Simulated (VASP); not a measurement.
# TiTe2 (P-3m1) in VASP: notebook, part 2 of 2

VASP 6.6.1.

### 3 Single point, r2SCAN

This run uses another cell than the first one, of 28.65 Å³/atom.

Contents of POSCAR:

```
TiTe2
1.0
    3.8013276522      0.0000000000      0.0000000000
   -1.9006638261      3.2920463149      0.0000000000
    0.0000000000      0.0000000000      6.8671511193
Ti Te
1 2
Direct
    0.0000000000      0.0000000000      0.0000000000
    0.6666666667      0.3333333333      0.2474315662
    0.3333333333      0.6666666667      0.7525684338
```

Contents of INCAR.step1:

```
SYSTEM = TiTe2
PREC     = Accurate       ! precision mode
ENCUT    = 520            ! plane-wave cutoff, eV
ISMEAR   = -1             ! smearing method
SIGMA    = 0.15           ! smearing width, eV
LREAL    = .FALSE.        ! projectors in reciprocal space
LASPH    = .TRUE.         ! aspherical terms in the spheres
NELM     = 80             ! most SCF steps
NBANDS   = 19             ! bands
GGA      = PE             ! functional
ALGO     = Normal         ! electronic algorithm
EDIFF    = 1E-4           ! SCF threshold, eV
LWAVE    = .TRUE.         ! write WAVECAR
LCHARG   = .FALSE.        ! write CHGCAR
```

Contents of INCAR.step2:

```
SYSTEM = TiTe2
PREC     = Accurate       ! precision mode
ENCUT    = 520            ! plane-wave cutoff, eV
EDIFF    = 1E-7           ! SCF threshold, eV
ISMEAR   = -1             ! smearing method
SIGMA    = 0.15           ! smearing width, eV
LREAL    = .FALSE.        ! projectors in reciprocal space
LASPH    = .TRUE.         ! aspherical terms in the spheres
NELM     = 80             ! most SCF steps
ALGO     = Normal         ! electronic algorithm
ISIF     = 2              ! what is computed and relaxed
LWAVE    = .FALSE.        ! write WAVECAR
LCHARG   = .FALSE.        ! write CHGCAR
METAGGA  = R2SCAN         ! meta-GGA
LMIXTAU  = .TRUE.       
NBANDS   = 19             ! bands
ISTART   = 1
```

Contents of KPOINTS:

```
Automatic mesh
0
G
  15 15 8
  0 0 0
```

Potentials or basis: VASP PAW PBE potentials, release 64 (Ti_sv, Te).

Run with:

```console
$ cat potpaw_PBE.64/Ti_sv/POTCAR potpaw_PBE.64/Te/POTCAR > POTCAR
$ cp INCAR.step1 INCAR
$ mpirun -np 1 vasp_std > vasp.out
$ cp INCAR.step2 INCAR
$ mpirun -np 1 vasp_std > vasp.out
```

OUTCAR:

```text
SYSTEM = TiTe2
   PREC = Accurate
   ENCUT = 520
   EDIFF = 1E-7
   ISMEAR = -1
   LREAL = .FALSE.
   LASPH = .TRUE.
   NELM = 80
   ISIF = 2
   METAGGA = R2SCAN
   ISTART = 1

 ion  position               nearest neighbor table
   1  0.000  0.000  0.000-   2 2.78   3 2.78   3 2.78   2 2.78   2 2.78   3 2.78
   2  0.667  0.333  0.247-   1 2.78   1 2.78   1 2.78
   3  0.333  0.667  0.753-   1 2.78   1 2.78   1 2.78

  LATTYP: Found a hexagonal cell.
 ALAT       =     3.8013276522
 C/A-ratio  =     1.8065138677

  Lattice vectors:

 A1 = (   3.8013276522,   0.0000000000,   0.0000000000)
 A2 = (  -1.9006638261,   3.2920463149,   0.0000000000)
 A3 = (   0.0000000000,   0.0000000000,   6.8671511193)

Analysis of symmetry for initial positions (statically):
=====================================================================
 Subroutine PRICEL returns:
 Original cell was already a primitive cell.

 Routine SETGRP: Setting up the symmetry group for a
 hexagonal supercell.

 Subroutine GETGRP returns: Found 12 space group operations
 (whereof 12 operations were pure point group operations)
 out of a pool of 24 trial point group operations.

The static configuration has the point symmetry D_3d.

Analysis of symmetry for dynamics (positions and initial velocities):
=====================================================================
 Subroutine PRICEL returns:
 Original cell was already a primitive cell.

 Routine SETGRP: Setting up the symmetry group for a
 hexagonal supercell.

 Subroutine GETGRP returns: Found 12 space group operations
 (whereof 12 operations were pure point group operations)
 out of a pool of 24 trial point group operations.

The dynamic configuration has the point symmetry D_3d.

 Subroutine INISYM returns: Found 12 space group operations
 (whereof 12 operations are pure point group operations),
 and found     1 'primitive' translations

----------------------------------------------------------------------------------------

                                     Primitive cell

  volume of cell :      85.9365

  direct lattice vectors                    reciprocal lattice vectors
     3.801327652  0.000000000  0.000000000     0.263065984  0.151881217  0.000000000
    -1.900663826  3.292046315  0.000000000     0.000000000  0.303762434  0.000000000
     0.000000000  0.000000000  6.867151119     0.000000000  0.000000000  0.145620794

  length of vectors
     3.801327652  3.801327652  6.867151119     0.303762434  0.303762434  0.145620794

  position of ions in fractional coordinates (direct lattice)
     0.000000000  0.000000000  0.000000000
     0.666666667  0.333333333  0.247431566
     0.333333333  0.666666667  0.752568434

  ion indices of the primitive-cell ions
   primitive index   ion index
                 1           1
                 2           2
                 3           3

----------------------------------------------------------------------------------------

 KPOINTS: Automatic mesh

Automatic generation of k-mesh.
 Grid dimensions read from file:
 generate k-points for:   15   15    8

 Generating k-lattice:

  Cartesian coordinates                     Fractional coordinates (reciprocal lattice)
     0.017537732  0.010125414  0.000000000     0.066666667  0.000000000  0.000000000
     0.000000000  0.020250829  0.000000000     0.000000000  0.066666667  0.000000000
     0.000000000  0.000000000  0.018202599     0.000000000  0.000000000  0.125000000

  Length of vectors
     0.020250829  0.020250829  0.018202599

  Shift w.r.t. Gamma in fractional coordinates (k-lattice)
     0.000000000  0.000000000  0.000000000

 Subroutine IBZKPT returns following result:
 ===========================================

 Found    192 irreducible k-points:

 Following reciprocal coordinates:
            Coordinates               Weight
  0.000000  0.000000  0.000000      1.000000
  0.066667  0.000000  0.000000      6.000000
  0.133333  0.000000  0.000000      6.000000
  0.200000 -0.000000  0.000000      6.000000
  0.266667  0.000000  0.000000      6.000000
  0.333333  0.000000  0.000000      6.000000
[... 16 lines left out ...]
  0.333333  0.200000  0.000000     12.000000
  0.400000  0.200000  0.000000      6.000000
 [... further k-points ...]
   k-points           NKPTS =    192   k-points in BZ     NKDIM =    192   number of bands    NBANDS=     19
   number of dos      NEDOS =    301   number of ions     NIONS =      3
   total plane-waves  NPLWV =  42336
   dimension x,y,z NGX =    28 NGY =   28 NGZ =   54
   dimension x,y,z NGXF=    56 NGYF=   56 NGZF=  108
   ions per type =               1   2
   NGX,Y,Z   is equivalent  to a cutoff of  12.25, 12.25, 13.07 a.u.
   NGXF,Y,Z  is equivalent  to a cutoff of  24.49, 24.49, 26.15 a.u.
 SYSTEM =  TiTe2
   PREC   = accura    normal or accurate (medium, high low for compatibility)
   ISTART =      1    job   : 0-new  1-cont  2-samecut
   ICHARG =      0    charge: 1-file 2-atom 10-const
   ISPIN  =      1    spin polarized calculation?
   LNONCOLLINEAR =      F non collinear calculations
   LSORBIT =      F    spin-orbit coupling
   LASPH  =      T    aspherical Exc in radial PAW
   ENCUT  =  520.0 eV  38.22 Ry    6.18 a.u.   7.07  7.07 12.77*2*pi/ulx,y,z
   NELM   =     80;   NELMIN=  2; NELMDL=  0     # of ELM steps
   EDIFF  = 0.1E-06   stopping-criterion for ELM
   LREAL  =      F    real-space projection
   EDIFFG = 0.1E-05   stopping-criterion for IOM
   NSW    =      0    number of steps for IOM
   IBRION =     -1    ionic relax: 0-MD 1-quasi-New 2-CG
   NFREE  =      0    steps in history (QN), initial steepest desc. (CG)
   ISIF   =      2    stress and relaxation
   ISYM   =      2    0-nonsym 1-usesym 2-fastsym
   POTIM  = 0.5000    time-step for ionic-motion
   TEBEG  =    0.0;   TEEND  =   0.0 temperature during run
   PSTRESS=    0.0 pullay stress
   NELECT =      24.0000    total number of electrons
   NUPDOWN=      -1.0000    fix difference up-down
   EMIN   =  10.00;   EMAX   =-10.00  energy-range for DOS
   EFERMI =   0.00;   METHOD = LEGACY
   ISMEAR =    -1;   SIGMA  =   0.15  broadening in eV -4-tet -1-fermi 0-gaus
   EFERMI_NEDOS =   21; number of points for ismear=-14 and -15
   IALGO  =     38    algorithm
   IMIX   =      4    mixing-type and parameters
     AMIX     =   0.40;   BMIX     =  1.00
     AMIX_MAG =   1.60;   BMIX_MAG =  1.00
  volume/ion in A,a.u.               =      28.65       193.31
  Fermi-wavevector in a.u.,A,eV,Ry     =   1.070088  2.022172 15.579858  1.145087
  Thomas-Fermi vector in A             =   2.205787
   LORBIT       =      0    0 simple, 1 ext, 2 COOP (PROOUT), +10 PAW based schemes
   METAGGA = R2SCAN    functional components
   LHFCALC =     F    Hartree Fock is set to
   AEXX    =    0.0000 exact exchange contribution
   IVDW    =     0    specifies the selected vdW correction
   LEPSILON=     F    determine dielectric tensor
   LRPA    =     F    only Hartree local field effects (RPA)
 non-spin polarized calculation
  energy-cutoff  :      520.00
  volume of cell :       85.94
 maximum number of plane-waves:      2346
   NGX = 15   NGY = 15   NGZ = 25

 number of electron      23.9999999 magnetization

 Free energy of the ion-electron system (eV)
  ---------------------------------------------------
  ext. energy  EPLUGINS =         0.00000000
  ---------------------------------------------------
  free energy    TOTEN  =       -66.33354099 eV

  energy without entropy =      -66.24311723  energy(sigma->0) =      -66.28832911

 E-fermi :   5.9567     XC(G=0):  -9.9423

 val. band max:        5.9552775139   @ k =   0.4000   0.0000   0.2500
 cond. band min:       5.9693240062   @ k =   0.0667   0.0000   0.1250
 fundamental gap:      0.0140464923
 Fermi energy:         5.9567072551

 k-point     1 :       0.0000    0.0000    0.0000
  band No.  band energies     occupation
      1     -54.0779      2.00000
      2     -29.2850      2.00000
      3     -29.2850      2.00000
      4     -29.2424      2.00000
      5      -6.7474      2.00000
      6      -5.4615      2.00000
[... 11 lines left out ...]
     18      11.6876      0.00000
     19      12.1837      0.00000
[... 485 lines left out ...]
 k-point    24 :       0.4000    0.2000    0.0000
  band No.  band energies     occupation
      1     -54.0749      2.00000
      2     -29.3203      2.00000
      3     -29.3030      2.00000
      4     -29.2319      2.00000
      5      -4.8841      2.00000
      6      -4.7957      2.00000
[... 11 lines left out ...]
     18      10.8825      0.00000
     19      13.6512      0.00000

 [... further k-points ...]

------------------------ aborting loop because EDIFF is reached ----------------------------------------

  FORCE on cell =-STRESS in cart. coord.  units (eV):
  Direction    XX          YY          ZZ          XY          YZ          ZX
  --------------------------------------------------------------------------------------
  -------------------------------------------------------------------------------------
  Total        0.0624249      0.0624249      0.0451456      0.0000000      0.0000000      0.0000000
  in kB        1.1638332      1.1638332      0.8416830      0.0000000      0.0000000      0.0000000
  external PRESSURE =       1.0564498 kB  Pullay stress =       0.0000000 kB

 VOLUME and BASIS-vectors are now :
 -----------------------------------------------------------------------------
  energy-cutoff  :      520.00
  volume of cell :       85.94
      direct lattice vectors                 reciprocal lattice vectors
     3.801327652  0.000000000  0.000000000     0.263065984  0.151881217  0.000000000
    -1.900663826  3.292046315  0.000000000     0.000000000  0.303762434  0.000000000
     0.000000000  0.000000000  6.867151119     0.000000000  0.000000000  0.145620794

 POSITION                                       TOTAL-FORCE (eV/Angst)
 -----------------------------------------------------------------------------------
      0.00000      0.00000      0.00000        -0.000000      0.000000      0.000000
      1.90066      1.09735      1.69915         0.000000      0.000000      0.018377
     -0.00000      2.19470      5.16800        -0.000000     -0.000000     -0.018377
 -----------------------------------------------------------------------------------
    total drift:                               -0.000000     -0.000000      0.000000

  FREE ENERGIE OF THE ION-ELECTRON SYSTEM (eV)
  ---------------------------------------------------
  free  energy   TOTEN  =       -66.3335409889 eV

  energy  without entropy=      -66.2431172283  energy(sigma->0) =      -66.28832911
```

Wall time 24 min (1 thread of Intel Xeon 8259CL, shared host); peak memory 0.44 GiB.

What came out:

- Free energy: -66.3335 eV
- Pressure: 0.1 GPa
- Largest force: 0.018 eV/Å
- Band gap on the k mesh: zero (bands 12 and 13 overlap by 0.53 eV)

Forces on the atoms (eV/Å):
```
Ti   0.000  0.000  0.000
Te   0.000  0.000  0.018
Te   0.000  0.000 -0.018
```

Caveat: the PAW data sets were made with another functional, which shifts forces and pressure a little; spin-orbit coupling is left out, which moves the levels of the heavy elements.

### 4 Single point, r2SCAN

This run uses another cell than the first one, of 28.78 Å³/atom.

Contents of POSCAR:

```
TiTe2
1.0
    3.8010696709      0.0000000000      0.0000000000
   -1.9005348355      3.2918228966      0.0000000000
    0.0000000000      0.0000000000      6.9011952572
Ti Te
1 2
Direct
    0.0000000000      0.0000000000      0.0000000000
    0.6666666667      0.3333333333      0.2461342250
    0.3333333333      0.6666666667      0.7538657750
```

Contents of INCAR.step1:

```
SYSTEM = TiTe2
ALGO = Normal
EDIFF = 1E-4
ENCUT = 520
GGA = PE
ISMEAR = 0
LASPH = .True.
LCHARG = .False.
LREAL = .False.
LWAVE = .True.
NBANDS = 19
NELM = 60
PREC = Accurate
SIGMA = 0.1
```

Contents of INCAR.step2:

```
SYSTEM = TiTe2
ALGO = Normal
EDIFF = 1E-6
ENCUT = 520
ISIF = 2
ISMEAR = 0
ISTART = 1
LASPH = .True.
LCHARG = .True.
LELF = .True.
LMIXTAU = .True.
LREAL = .False.
LVHAR = .True.
LWAVE = .False.
METAGGA = R2SCAN
NBANDS = 19
NELM = 60
PREC = Accurate
SIGMA = 0.1
```

Contents of KPOINTS:

```
k-points
0
Gamma
  15 15 8
  0 0 0
```

Run with:

```console
$ cat potpaw_PBE.64/Ti_sv/POTCAR potpaw_PBE.64/Te/POTCAR > POTCAR
$ cp INCAR.step1 INCAR
$ mpirun -np 1 vasp_std > vasp.out
$ cp INCAR.step2 INCAR
$ mpirun -np 1 vasp_std > vasp.out
```

It took 25 min on 1 thread of Intel Xeon 8259CL, shared host; peak memory 0.44 GiB.

The run converged. Its results:

```
Free energy            : -66.2929 eV
Pressure               : 0.1 GPa
Largest force          : 0.018 eV/Å
Band gap on the k mesh : zero (bands 12 and 13 overlap by 0.52 eV)
```

Forces on the atoms (eV/Å):
```
Ti   0.000  0.000  0.000
Te   0.000  0.000  0.018
Te   0.000  0.000 -0.018
```

Levels at points of the mesh, in eV from the Fermi level:
```csv
k point,band 8,band 9,band 10,band 11,band 12,band 13,band 14,band 15,band 16,band 17
"(0.00, 0.00, 0.00)",-1.96,-1.96,-0.14,0.35,0.35,0.46,0.87,0.87,3.19,3.19
"(0.00, 0.00, 0.50)",-2.47,-1.93,-1.93,0.35,0.35,0.72,0.72,1.00,3.40,3.40
```

Caveat: the PAW data sets were made with another functional, which shifts forces and pressure a little; spin-orbit coupling is left out, which moves the levels of the heavy elements.

### 5 Summary

```tsv
cell	k mesh	smearing	gap on the mesh (eV)	pressure (GPa)	largest force (eV/Å)
a = 3.777, b = 3.777, c = 6.498 Å, angles 90.0, 90.0, 120.0°, 3 atoms, atomic positions A	6 × 6 × 4	gaussian 0.1 eV	none	1.0	0.21
a = 3.801, b = 3.801, c = 6.867 Å, angles 90.0, 90.0, 120.0°, 3 atoms, atomic positions B	15 × 15 × 8	fermi-dirac 0.15 eV	none	0.1	0.02
a = 3.801, b = 3.801, c = 6.901 Å, angles 90.0, 90.0, 120.0°, 3 atoms, atomic positions C	15 × 15 × 8	gaussian 0.1 eV	none	0.1	0.02
```

Alike in all rows: task single point; level r2SCAN; potentials or basis VASP PAW PBE potentials, release 64 (Ti_sv, Te); no spin polarisation; cutoff (eV) 520.

Caveats: the PAW data sets were made with another functional, which shifts forces and pressure a little; spin-orbit coupling is left out, which moves the levels of the heavy elements.

Total energies depend on the potentials used, so only differences within one code and one set of settings carry meaning.
